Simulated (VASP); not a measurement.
Mg: relaxation of cell and atoms with PBE

Mg:

```xyz
3
Lattice="4.4366 0.0000 0.0000 -2.2183 3.8422 0.0000 0.0000 0.0000 3.7818" Properties=species:S:1:pos:R:3 pbc="T T T"
Mg    0.0000    2.5614    1.8909
Mg    0.0000    0.0000    0.0000
Mg    2.2183    1.2807    1.8909
```

This isn't the form of Mg at room conditions, which is hcp.

| Item | Value |
| --- | --- |
| Program | VASP 6.6.1 |
| Task | relaxation of cell and atoms |
| Functional | PBE |
| Potentials or basis | VASP PAW PBE potentials, release 64 (Mg) |
| Cutoff | 600 eV |
| k mesh | 6 × 6 × 4 |
| Occupations | gaussian, width 0.1 eV |
| Spin | no spin polarisation |
| Dipole correction | no |
| Further INCAR settings | ALGO = Normal; EDIFF = 1e-07; IBRION = 2; EDIFFG = -0.04; NSW = 90; ISIF = 3 |

- Relaxed volume: 23.12 Å³/atom
- Relaxed cell: a = 5.080 Å, b = 5.080 Å, c = 3.105 Å, α = 90.00°, β = 90.00°, γ = 120.00°
- Space group after relaxing (to 0.1 Å): P6/mmm (No. 191)
- Energy gained by relaxing: 376.2 meV/atom
- Ionic steps: 10
- Pressure after relaxing: 0.0 GPa
- Band gap on the k mesh: zero (bands 3 and 4 overlap by 4.41 eV)

Stress tensor (GPa, compression positive):
```
-0.12  0.00  0.00
 0.00 -0.12  0.00
 0.00  0.00  0.26
```

Step by step:
```tsv
step	energy change (eV)	largest force (eV/Å)	pressure (GPa)	volume (Å³)
1	0.0000	0.0000	8.17	64.46
2	-0.5374	0.0000	0.15	75.02
3	-0.6155	0.0000	-2.16	80.06
4	-0.6209	0.0000	-2.69	81.53
5	-0.9448	0.0000	-3.10	78.73
6	-0.2757	0.0000	4.00	67.69
7	-1.0583	0.0000	-2.84	76.51
8	-1.0728	0.0000	-2.60	75.67
9	-1.1284	0.0000	-0.19	69.75
10	-1.1287	0.0000	0.01	69.37
```

Final structure:
```
CELL_PARAMETERS angstrom
5.07964 0.00000 0.00000
-2.53982 4.39910 0.00000
0.00000 0.00000 3.10451
ATOMIC_POSITIONS crystal
Mg 0.33333 0.66667 0.50000
Mg 0.00000 0.00000 0.00000
Mg 0.66667 0.33333 0.50000
```

Levels at points of the mesh, in eV from the Fermi level:
| k point | band 1 | band 2 | band 3 | band 4 | band 5 | band 6 | band 7 |
| --- | --- | --- | --- | --- | --- | --- | --- |
| (0.00, 0.00, 0.00) | -6.90 | 0.28 | 0.28 | 0.33 | 0.33 | 1.39 | 1.47 |
| (0.50, 0.00, 0.00) | -4.97 | -4.96 | -1.47 | -0.90 | 5.62 | 5.74 | 6.40 |
| (0.00, 0.00, 0.50) | -3.21 | -2.91 | 3.51 | 3.51 | 3.66 | 3.66 | 4.71 |
| (0.50, 0.00, 0.50) | -1.52 | -1.24 | -1.13 | -0.89 | 1.83 | 2.43 | 2.90 |

It took 120 s on 1 thread of Intel Xeon 8259CL (shared host), peak memory 0.19 GiB.

Caveat: the k points lie up to 0.51 Å⁻¹ apart in the final cell, too coarse for converged energies and pressures of a metal; a cell axis changed by over 15 % at a fixed basis, so the end point is rough.
